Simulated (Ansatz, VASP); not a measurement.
# One calculation of CuO, two programs

INCAR

```
SYSTEM = CuO
  PREC = Accurate
  ENCUT = 820
  EDIFF = 1E-6
  ISMEAR = 0
  SIGMA = 0.05
  LREAL = .FALSE.
  LASPH = .TRUE.
  NELM = 200
  ALGO = Normal
  ISIF = 2
  LWAVE = .FALSE.
  LCHARG = .TRUE.
  ISPIN = 2
  MAGMOM = 0.68 0.68 0.36 0.36
  LORBIT = 11
  LMAXMIX = 4
  LDAU = .TRUE.
  LDAUTYPE = 2
  LDAUL = 2 -1
  LDAUU = 8 0
  LDAUJ = 0 0
  LDAUPRINT = 1
  GGA = CA
  LELF = .TRUE.
  LVHAR = .TRUE.
  NBANDS = 37
  GGA_COMPAT = .FALSE.
```

The input KPOINTS:

```
Automatic mesh
0
G
  7 7 4
  0 0 0
```

POSCAR

```
CuO
1.0
    2.3446497600     -1.7133998200      0.0000000000
    2.3446497600      1.7133998200      0.0000000000
   -0.8605499100      0.0000000000      5.0594394800
Cu O
2 2
Direct
    0.0032000000      0.4968000000      0.0000000000
    0.4968000000      0.0032000000      0.5000000000
    0.5714000000      0.4056000000      0.2537000000
    0.4056000000      0.5714000000      0.7537000000
```

Input for Ansatz:

```yaml
crystal:
  lattice:
    - [2.34464976, -1.71339982, 0.0]
    - [2.34464976, 1.71339982, 0.0]
    - [-0.86054991, 0.0, 5.05943948]
  atoms:
    - { symbol: Cu, position: [0.0032, 0.4968, 0.0], spin: 1.0 }
    - { symbol: Cu, position: [0.4968, 0.0032, 0.5], spin: 1.0 }
    - { symbol: O, position: [0.5714, 0.4056, 0.2537] }
    - { symbol: O, position: [0.4056, 0.5714, 0.7537] }
basis:
  ecutwfc: 420
  ecutrho_ratio: 4
kpoints:
  mp_grid: { grid: [7, 7, 4] }
hamiltonian:
  xc: lda
  hubbard:
    sites:
      - { site: 0, l: d, u_eff: 8.0, starting_ns: [{ spin: up, occupation_matrix: s0up }, { spin: down, occupation_matrix: s0down }] }
      - { site: 1, l: d, u_eff: 8.0, starting_ns: [{ spin: up, occupation_matrix: s1up }, { spin: down, occupation_matrix: s1down }] }
    occupation_matrices:
      s0up:
        matrix:
          - [0.97, 0.0, 0.0, 0.0, 0.0]
          - [0.0, 0.97, 0.0, 0.0, 0.0]
          - [0.0, 0.0, 0.97, 0.0, 0.0]
          - [0.0, 0.0, 0.0, 0.97, 0.0]
          - [0.0, 0.0, 0.0, 0.0, 0.97]
      s0down:
        matrix:
          - [0.96992, 0.00667, -0.00476, 0.00225, 0.00095]
          - [0.00667, 0.39215, 0.41265, -0.19484, -0.08223]
          - [-0.00476, 0.41265, 0.67533, 0.13914, 0.05872]
          - [0.00225, -0.19484, 0.13914, 0.9043, -0.02773]
          - [0.00095, -0.08223, 0.05872, -0.02773, 0.9583]
      s1up:
        matrix:
          - [0.97, 0.0, 0.0, 0.0, 0.0]
          - [0.0, 0.97, 0.0, 0.0, 0.0]
          - [0.0, 0.0, 0.97, 0.0, 0.0]
          - [0.0, 0.0, 0.0, 0.97, 0.0]
          - [0.0, 0.0, 0.0, 0.0, 0.97]
      s1down:
        matrix:
          - [0.96992, 0.00667, 0.00476, 0.00225, -0.00095]
          - [0.00667, 0.39215, -0.41265, -0.19484, 0.08223]
          - [0.00476, -0.41265, 0.67533, -0.13914, 0.05872]
          - [0.00225, -0.19484, -0.13914, 0.9043, 0.02773]
          - [-0.00095, 0.08223, 0.05872, 0.02773, 0.9583]
    ns_hold: { iters: 10 }
scf:
  occupations: { method: gaussian, width: 0.05 }
  lower_state_search: "off"
  max_iter: 150
output:
  forces: true
  stress: true
  eigenvalues: true
  populations: true
  hubbard: { sites: [{ site: 0, l: d }, { site: 1, l: d }] }
  write_density: true
  write_potential: true
  elf: true
  volumetric_format: npy
magnetization:
  spin_polarized: true
```

Alike in both runs: task single point; functional LDA; k mesh 7 × 7 × 4; occupations gaussian, width 0.05 eV; collinear spin; Hubbard terms Cu d U = 8.0 eV.

|  | VASP | Ansatz |
| --- | --- | --- |
| version | VASP 6.6.1 | Ansatz 0.2.0 |
| potentials or method | VASP PAW LDA potentials, release 64 (Cu_sv_GW, O), cutoff 820 eV | scalar-relativistic, plane waves, PAW |
| valence electrons in the cell | 50 | 50 |

```csv
,VASP,Ansatz,Ansatz less VASP
pressure (GPa),-9.0,-5.6,+3.43
"traceless stress, the component that is largest in VASP (GPa)",1.27,1.71,+0.434
rms of the force components (eV/Å),0.429,0.461,+0.0322
net moment per atom (μB),0.50,0.50,-0.005
size of the moment on the site where the two differ most (μB),0.76,0.62,-0.141
```

LDA's correlation is that of Perdew and Zunger in VASP and of Perdew and Wang (1992) in Ansatz. Site moments also hang on the region over which each program counts them. The programs project onto different local orbitals, so the same U acts differently, and such runs can settle in different states. Atom by atom the forces differ by 0.049 eV/Å (rms over components). Ansatz's warnings: filled band counts differ across k points.
